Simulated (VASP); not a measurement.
# Be in VASP: a series of runs, part 2 of 3

VASP 6.6.1. Earlier steps stand in the parts before.

## Step 4: Electric field gradients, PBE (equal xx and yy strain of +3 %)

The input, INCAR:

```
  PREC = Accurate
  ENCUT = 520
  EDIFF = 1E-8
  ISMEAR = -1
  SIGMA = 0.03
  LREAL = False
  LASPH = True
  NELM = 80
  ALGO = Normal
  ISIF = 2
  LWAVE = False
  LCHARG = False
  GGA = PE
  LEFG = True
  NBANDS = 7
```

The input, KPOINTS:

```
Automatic mesh
0
Gamma
  23 23 23
```

The input, POSCAR:

```
Be
1.0
   -1.2907145798      1.2907145798      1.2531209513
    1.2907145798     -1.2907145798      1.2531209513
    1.2907145798      1.2907145798     -1.2531209513
Be
1
Direct
    0.0000000000      0.0000000000      0.0000000000
```

Potentials or basis: VASP PAW PBE potentials, release 64 (Be).

On the command line:

```console
$ cat potpaw_PBE.64/Be/POTCAR > POTCAR
$ mpirun -np 1 vasp_std > vasp.out
```

OUTCAR:

```text
PREC = Accurate
   ENCUT = 520
   EDIFF = 1E-8
   ISMEAR = -1
   LREAL = False
   LASPH = True
   NELM = 80
   ISIF = 2
   GGA = PE

 ion  position               nearest neighbor table
   1  0.000  0.000  0.000-

  LATTYP: Found a body centered tetragonal cell.
 ALAT       =     2.5814291596
 C/A-ratio  =     0.9708737864

  Lattice vectors:

 A1 = (  -1.2907145798,   1.2907145798,   1.2531209513)
 A2 = (   1.2907145798,  -1.2907145798,   1.2531209513)
 A3 = (   1.2907145798,   1.2907145798,  -1.2531209513)

Analysis of symmetry for initial positions (statically):
=====================================================================
 Subroutine PRICEL returns:
 Original cell was already a primitive cell.

 Routine SETGRP: Setting up the symmetry group for a
 body centered tetragonal supercell.

 Subroutine GETGRP returns: Found 16 space group operations
 (whereof 16 operations were pure point group operations)
 out of a pool of 16 trial point group operations.

The static configuration has the point symmetry D_4h.

Analysis of symmetry for dynamics (positions and initial velocities):
=====================================================================
 Subroutine PRICEL returns:
 Original cell was already a primitive cell.

 Routine SETGRP: Setting up the symmetry group for a
 body centered tetragonal supercell.

 Subroutine GETGRP returns: Found 16 space group operations
 (whereof 16 operations were pure point group operations)
 out of a pool of 16 trial point group operations.

The dynamic configuration has the point symmetry D_4h.

 Subroutine INISYM returns: Found 16 space group operations
 (whereof 16 operations are pure point group operations),
 and found     1 'primitive' translations

----------------------------------------------------------------------------------------

                                     Primitive cell

  volume of cell :       8.3505

  direct lattice vectors                    reciprocal lattice vectors
    -1.290714580  1.290714580  1.253120951     0.000000000  0.387382314  0.399003783
     1.290714580 -1.290714580  1.253120951     0.387382314  0.000000000  0.399003783
     1.290714580  1.290714580 -1.253120951     0.387382314  0.387382314  0.000000000

  length of vectors
     2.214091320  2.214091320  2.214091320     0.556119659  0.556119659  0.547841322

  position of ions in fractional coordinates (direct lattice)
     0.000000000  0.000000000  0.000000000

  ion indices of the primitive-cell ions
   primitive index   ion index
                 1           1

----------------------------------------------------------------------------------------

 KPOINTS: Automatic mesh

Automatic generation of k-mesh.
 Grid dimensions read from file:
 generate k-points for:   23   23   23

 Generating k-lattice:

  Cartesian coordinates                     Fractional coordinates (reciprocal lattice)
[... 60 lines left out ...]
   EDIFF  = 0.1E-07   stopping-criterion for ELM
   LREAL  =      F    real-space projection
   EDIFFG = 0.1E-06   stopping-criterion for IOM
   NSW    =      0    number of steps for IOM
   IBRION =     -1    ionic relax: 0-MD 1-quasi-New 2-CG
   NFREE  =      0    steps in history (QN), initial steepest desc. (CG)
   ISIF   =      2    stress and relaxation
   ISYM   =      2    0-nonsym 1-usesym 2-fastsym
   POTIM  = 0.5000    time-step for ionic-motion
   TEBEG  =    0.0;   TEEND  =   0.0 temperature during run
   PSTRESS=    0.0 pullay stress
   NELECT =       2.0000    total number of electrons
   NUPDOWN=      -1.0000    fix difference up-down
   EMIN   =  10.00;   EMAX   =-10.00  energy-range for DOS
   EFERMI =   0.00;   METHOD = LEGACY
   ISMEAR =    -1;   SIGMA  =   0.03  broadening in eV -4-tet -1-fermi 0-gaus
   EFERMI_NEDOS =   21; number of points for ismear=-14 and -15
   IALGO  =     38    algorithm
   IMIX   =      4    mixing-type and parameters
     AMIX     =   0.40;   BMIX     =  1.00
     AMIX_MAG =   1.60;   BMIX_MAG =  1.00
  volume/ion in A,a.u.               =       8.35        56.35
  Fermi-wavevector in a.u.,A,eV,Ry     =   1.016671  1.921229 14.063248  1.033620
  Thomas-Fermi vector in A             =   2.150028
   LORBIT       =      0    0 simple, 1 ext, 2 COOP (PROOUT), +10 PAW based schemes
   GGA     = PE    functional components
   LHFCALC =     F    Hartree Fock is set to
   AEXX    =    0.0000 exact exchange contribution
   IVDW    =     0    specifies the selected vdW correction
   LEPSILON=     F    determine dielectric tensor
   LRPA    =     F    only Hartree local field effects (RPA)
 non-spin polarized calculation
  energy-cutoff  :      520.00
  volume of cell :        8.35
 maximum number of plane-waves:       238
   NGX =  9   NGY =  9   NGZ =  9

 number of electron       2.0000000 magnetization

 Free energy of the ion-electron system (eV)
  ---------------------------------------------------
  ext. energy  EPLUGINS =         0.00000000
  ---------------------------------------------------
  free energy    TOTEN  =        -3.65345350 eV

  energy without entropy =       -3.65296342  energy(sigma->0) =       -3.65320846

 E-fermi :   7.3887     XC(G=0): -10.4341

 val. band max:        7.3802325679   @ k =   0.3478   0.3043   0.0870
 cond. band min:       7.3924003367   @ k =   0.4783   0.4783   0.0000
 fundamental gap:      0.0121677689
 Fermi energy:         7.3886942416

 k-point     1 :       0.0000    0.0000    0.0000
  band No.  band energies     occupation
      1      -4.4667      2.00000
      2      25.7392      0.00000
      3      25.7392      0.00000
      4      26.0067      0.00000
      5      36.1415      0.00000
      6      37.4199      0.00000
      7      37.4199      0.00000
[... 221 lines left out ...]
 k-point    24 :      -0.4783    0.0435   -0.0000
  band No.  band energies     occupation
      1       2.1527      2.00000
      2       8.3434      0.00000
      3      18.7445      0.00000
      4      21.4357      0.00000
      5      27.5733      0.00000
      6      32.2934      0.00000
      7      42.2035      0.00000

 [... further k-points ...]
[... 5 lines left out ...]
  --------------------------------------------------------------------------------------
  -------------------------------------------------------------------------------------
  Total       -0.3853820     -0.3853820     -0.3444221      0.0000000      0.0000000      0.0000000
  in kB      -73.9415649    -73.9415649    -66.0827622      0.0000000      0.0000000      0.0000000
  external PRESSURE =     -71.3219640 kB  Pullay stress =       0.0000000 kB

 VOLUME and BASIS-vectors are now :
 -----------------------------------------------------------------------------
  energy-cutoff  :      520.00
  volume of cell :        8.35
      direct lattice vectors                 reciprocal lattice vectors
    -1.290714580  1.290714580  1.253120951     0.000000000  0.387382314  0.399003783
     1.290714580 -1.290714580  1.253120951     0.387382314  0.000000000  0.399003783
     1.290714580  1.290714580 -1.253120951     0.387382314  0.387382314  0.000000000

 POSITION                                       TOTAL-FORCE (eV/Angst)
 -----------------------------------------------------------------------------------
      0.00000      0.00000      0.00000         0.000000     -0.000000     -0.000000
 -----------------------------------------------------------------------------------
    total drift:                               -0.000000      0.000000      0.000000

  FREE ENERGIE OF THE ION-ELECTRON SYSTEM (eV)
  ---------------------------------------------------
  free  energy   TOTEN  =        -3.6534535007 eV

  energy  without entropy=       -3.6529634222  energy(sigma->0) =       -3.65320846

 Electric field gradients (V/A^2)
---------------------------------------------------------------------
 ion       V_xx      V_yy      V_zz      V_xy      V_xz      V_yz
---------------------------------------------------------------------
   1       0.175     0.175    -0.349     0.000     0.000     0.000
---------------------------------------------------------------------

 Electric field gradients after diagonalization (V/A^2)
 (convention: |V_zz| > |V_xx| > |V_yy|)
----------------------------------------------------------------------
 ion       V_xx      V_yy      V_zz     asymmetry (V_yy - V_xx)/ V_zz
----------------------------------------------------------------------
   1       0.175     0.175    -0.349       0.000
----------------------------------------------------------------------

           NMR quadrupolar parameters

 Cq : quadrupolar parameter    Cq=e*Q*V_zz/h
 eta: asymmetry parameters     (V_yy - V_xx)/ V_zz
 Q  : nuclear electric quadrupole moment in mb (millibarn)
----------------------------------------------------------------------
 ion       Cq(MHz)       eta       Q (mb)
----------------------------------------------------------------------
   1      -0.001       0.000       1.000
----------------------------------------------------------------------
```

OSZICAR:

```text
N       E                     dE             d eps       ncg     rms          rms(c)
DAV:   1    -0.253717605253E+01   -0.25372E+01   -0.10969E+03 14105   0.232E+02
DAV:   2    -0.367662832879E+01   -0.11395E+01   -0.10927E+01 18396   0.245E+01
DAV:   3    -0.367858221500E+01   -0.19539E-02   -0.19509E-02 14686   0.875E-01
DAV:   4    -0.367858256660E+01   -0.35160E-06   -0.35169E-06 19964   0.123E-02
DAV:   5    -0.367858256755E+01   -0.95093E-09   -0.64627E-10 14882   0.609E-05    0.741E-01
DAV:   6    -0.366083148058E+01    0.17751E-01   -0.17114E-03 14658   0.388E-01    0.454E-01
DAV:   7    -0.365347902248E+01    0.73525E-02   -0.17639E-03 14196   0.410E-01    0.191E-02
DAV:   8    -0.365345335488E+01    0.25668E-04   -0.85396E-06 15071   0.255E-02    0.563E-03
DAV:   9    -0.365345369138E+01   -0.33650E-06   -0.84213E-07 15925   0.656E-03    0.265E-04
DAV:  10    -0.365345359525E+01    0.96126E-07   -0.22987E-09 14812   0.466E-04    0.182E-04
DAV:  11    -0.365345350023E+01    0.95020E-07   -0.26206E-09 11151   0.444E-04    0.484E-06
DAV:  12    -0.365345350069E+01   -0.45858E-09   -0.43511E-11  7196   0.412E-05
   1 F= -.36534535E+01 E0= -.36532085E+01  d E =-.490078E-03
```

It took 14 s on 1 thread of Intel Xeon 6975P-C, shared host; peak memory 0.15 GiB.

What came out:

```
Free energy            : -3.6535 eV
Pressure               : -7.1 GPa
Band gap on the k mesh : zero (band 1 reaches 10.88 eV, above the bottom of band 2 at 6.28 eV)
```

Stress tensor (GPa, compression positive):
```
-7.39  0.00  0.00
 0.00 -7.39  0.00
 0.00  0.00 -6.61
```

Electric field gradients, principal values (V/Å²):
```tsv
atom	least	middle	greatest (by size)
1 Be	0.175	0.175	-0.349
```

Caveat: the cell differs from its parent crystal (equal xx and yy strain of +3 %); without QUAD_EFG the Cq values of the log hold for a quadrupole moment of 1 mb, not for the nuclei.

## Step 5: Electric field gradients, PBE (volume scaled by 0.94)

The input, INCAR:

```
  PREC = Accurate
  ENCUT = 520
  EDIFF = 1E-8
  ISMEAR = -1
  SIGMA = 0.03
  LREAL = F
  LASPH = T
  NELM = 80
  ALGO = Normal
  ISIF = 2
  LWAVE = F
  LCHARG = F
  GGA = PE
  LEFG = T
  NBANDS = 7
```

The input, KPOINTS:

```
regular mesh
0
Gamma
  23 23 23
```

The input, POSCAR:

```
Be
1.0
   -1.2275398764      1.2275398764      1.2275398764
    1.2275398764     -1.2275398764      1.2275398764
    1.2275398764      1.2275398764     -1.2275398764
Be
1
Direct
    0.0000000000      0.0000000000      0.0000000000
```

Potentials or basis: VASP PAW PBE potentials, release 64 (Be).

On the command line:

```console
$ cat potpaw_PBE.64/Be/POTCAR > POTCAR
$ mpirun -np 1 vasp_std > vasp.out
```

OUTCAR:

```text
PREC = Accurate
   ENCUT = 520
   EDIFF = 1E-8
   ISMEAR = -1
   LREAL = F
   LASPH = T
   NELM = 80
   ISIF = 2
   GGA = PE

 ion  position               nearest neighbor table
   1  0.000  0.000  0.000-

  LATTYP: Found a body centered cubic cell.
 ALAT       =     2.4550797528

  Lattice vectors:

 A1 = (  -1.2275398764,   1.2275398764,   1.2275398764)
 A2 = (   1.2275398764,  -1.2275398764,   1.2275398764)
 A3 = (   1.2275398764,   1.2275398764,  -1.2275398764)

Analysis of symmetry for initial positions (statically):
=====================================================================
 Subroutine PRICEL returns:
 Original cell was already a primitive cell.

 Routine SETGRP: Setting up the symmetry group for a
 body centered cubic supercell.

 Subroutine GETGRP returns: Found 48 space group operations
 (whereof 48 operations were pure point group operations)
 out of a pool of 48 trial point group operations.

The static configuration has the point symmetry O_h .

Analysis of symmetry for dynamics (positions and initial velocities):
=====================================================================
 Subroutine PRICEL returns:
 Original cell was already a primitive cell.

 Routine SETGRP: Setting up the symmetry group for a
 body centered cubic supercell.

 Subroutine GETGRP returns: Found 48 space group operations
 (whereof 48 operations were pure point group operations)
 out of a pool of 48 trial point group operations.

The dynamic configuration has the point symmetry O_h .

 Subroutine INISYM returns: Found 48 space group operations
 (whereof 48 operations are pure point group operations),
 and found     1 'primitive' translations

----------------------------------------------------------------------------------------

                                     Primitive cell

  volume of cell :       7.3989

  direct lattice vectors                    reciprocal lattice vectors
    -1.227539876  1.227539876  1.227539876     0.000000000  0.407318743  0.407318743
     1.227539876 -1.227539876  1.227539876     0.407318743  0.000000000  0.407318743
     1.227539876  1.227539876 -1.227539876     0.407318743  0.407318743  0.000000000

  length of vectors
     2.126161434  2.126161434  2.126161434     0.576035691  0.576035691  0.576035691

  position of ions in fractional coordinates (direct lattice)
     0.000000000  0.000000000  0.000000000

  ion indices of the primitive-cell ions
   primitive index   ion index
                 1           1

----------------------------------------------------------------------------------------

 KPOINTS: regular mesh

Automatic generation of k-mesh.
 Grid dimensions read from file:
 generate k-points for:   23   23   23

 Generating k-lattice:

  Cartesian coordinates                     Fractional coordinates (reciprocal lattice)
[... 58 lines left out ...]
   ENCUT  =  520.0 eV  38.22 Ry    6.18 a.u.   3.95  3.95  3.95*2*pi/ulx,y,z
   NELM   =     80;   NELMIN=  2; NELMDL= -5     # of ELM steps
   EDIFF  = 0.1E-07   stopping-criterion for ELM
   LREAL  =      F    real-space projection
   EDIFFG = 0.1E-06   stopping-criterion for IOM
   NSW    =      0    number of steps for IOM
   IBRION =     -1    ionic relax: 0-MD 1-quasi-New 2-CG
   NFREE  =      0    steps in history (QN), initial steepest desc. (CG)
   ISIF   =      2    stress and relaxation
   ISYM   =      2    0-nonsym 1-usesym 2-fastsym
   POTIM  = 0.5000    time-step for ionic-motion
   TEBEG  =    0.0;   TEEND  =   0.0 temperature during run
   PSTRESS=    0.0 pullay stress
   NELECT =       2.0000    total number of electrons
   NUPDOWN=      -1.0000    fix difference up-down
   EMIN   =  10.00;   EMAX   =-10.00  energy-range for DOS
   EFERMI =   0.00;   METHOD = LEGACY
   ISMEAR =    -1;   SIGMA  =   0.03  broadening in eV -4-tet -1-fermi 0-gaus
   EFERMI_NEDOS =   21; number of points for ismear=-14 and -15
   IALGO  =     38    algorithm
   IMIX   =      4    mixing-type and parameters
     AMIX     =   0.40;   BMIX     =  1.00
     AMIX_MAG =   1.60;   BMIX_MAG =  1.00
  volume/ion in A,a.u.               =       7.40        49.93
  Fermi-wavevector in a.u.,A,eV,Ry     =   1.058512  2.000298 15.244623  1.120448
  Thomas-Fermi vector in A             =   2.193824
   LORBIT       =      0    0 simple, 1 ext, 2 COOP (PROOUT), +10 PAW based schemes
   GGA     = PE    functional components
   LHFCALC =     F    Hartree Fock is set to
   AEXX    =    0.0000 exact exchange contribution
   IVDW    =     0    specifies the selected vdW correction
   LEPSILON=     F    determine dielectric tensor
   LRPA    =     F    only Hartree local field effects (RPA)
 non-spin polarized calculation
  energy-cutoff  :      520.00
  volume of cell :        7.40
 maximum number of plane-waves:       212
   NGX =  7   NGY =  7   NGZ =  7

 number of electron       2.0000000 magnetization

 Free energy of the ion-electron system (eV)
  ---------------------------------------------------
  ext. energy  EPLUGINS =         0.00000000
  ---------------------------------------------------
  free energy    TOTEN  =        -3.65593940 eV

  energy without entropy =       -3.65544623  energy(sigma->0) =       -3.65569281

 E-fermi :   8.5109     XC(G=0): -10.8321

 val. band max:        8.4538057961   @ k =   0.3043   0.2609   0.0870
 cond. band min:       8.5437509836   @ k =   0.3043   0.3043   0.0000
 fundamental gap:      0.0899451876
 Fermi energy:         8.5109488351

 k-point     1 :       0.0000    0.0000    0.0000
  band No.  band energies     occupation
      1      -4.1380      2.00000
      2      28.8187      0.00000
      3      28.8187      0.00000
      4      28.8187      0.00000
      5      40.4148      0.00000
      6      40.4148      0.00000
      7      40.4148      0.00000
[... 221 lines left out ...]
 k-point    24 :       0.0870    0.0870    0.0000
  band No.  band energies     occupation
      1      -3.3232      2.00000
      2      25.4816      0.00000
      3      25.6124      0.00000
      4      27.4029      0.00000
      5      35.6577      0.00000
      6      36.2348      0.00000
      7      40.5632      0.00000

 [... further k-points ...]
[... 5 lines left out ...]
  --------------------------------------------------------------------------------------
  -------------------------------------------------------------------------------------
  Total        0.3527384      0.3527384      0.3527384     -0.0000000      0.0000000     -0.0000000
  in kB       76.3829682     76.3829682     76.3829682     -0.0000000      0.0000000     -0.0000000
  external PRESSURE =      76.3829682 kB  Pullay stress =       0.0000000 kB

 VOLUME and BASIS-vectors are now :
 -----------------------------------------------------------------------------
  energy-cutoff  :      520.00
  volume of cell :        7.40
      direct lattice vectors                 reciprocal lattice vectors
    -1.227539876  1.227539876  1.227539876     0.000000000  0.407318743  0.407318743
     1.227539876 -1.227539876  1.227539876     0.407318743  0.000000000  0.407318743
     1.227539876  1.227539876 -1.227539876     0.407318743  0.407318743  0.000000000

 POSITION                                       TOTAL-FORCE (eV/Angst)
 -----------------------------------------------------------------------------------
      0.00000      0.00000      0.00000        -0.000000      0.000000      0.000000
 -----------------------------------------------------------------------------------
    total drift:                                0.000000      0.000000      0.000000

  FREE ENERGIE OF THE ION-ELECTRON SYSTEM (eV)
  ---------------------------------------------------
  free  energy   TOTEN  =        -3.6559394011 eV

  energy  without entropy=       -3.6554462276  energy(sigma->0) =       -3.65569281

 Electric field gradients (V/A^2)
---------------------------------------------------------------------
 ion       V_xx      V_yy      V_zz      V_xy      V_xz      V_yz
---------------------------------------------------------------------
   1      -0.000    -0.000    -0.000    -0.000    -0.000    -0.000
---------------------------------------------------------------------

 Electric field gradients after diagonalization (V/A^2)
 (convention: |V_zz| > |V_xx| > |V_yy|)
----------------------------------------------------------------------
 ion       V_xx      V_yy      V_zz     asymmetry (V_yy - V_xx)/ V_zz
----------------------------------------------------------------------
   1       0.000     0.000    -0.000       0.000
----------------------------------------------------------------------

           NMR quadrupolar parameters

 Cq : quadrupolar parameter    Cq=e*Q*V_zz/h
 eta: asymmetry parameters     (V_yy - V_xx)/ V_zz
 Q  : nuclear electric quadrupole moment in mb (millibarn)
----------------------------------------------------------------------
 ion       Cq(MHz)       eta       Q (mb)
----------------------------------------------------------------------
   1      -0.000       0.000       1.000
----------------------------------------------------------------------
```

Run time: 14 s. Hardware: 1 thread of Intel Xeon 8259CL, shared host; peak memory 0.12 GiB.

What came out:

```
Free energy            : -3.6559 eV
Pressure               : 7.6 GPa
Band gap on the k mesh : zero (band 1 reaches 12.18 eV, above the bottom of band 2 at 7.08 eV)
```

Caveat: without QUAD_EFG the Cq values of the log hold for a quadrupole moment of 1 mb, not for the nuclei.

[end of part 2 of 3]
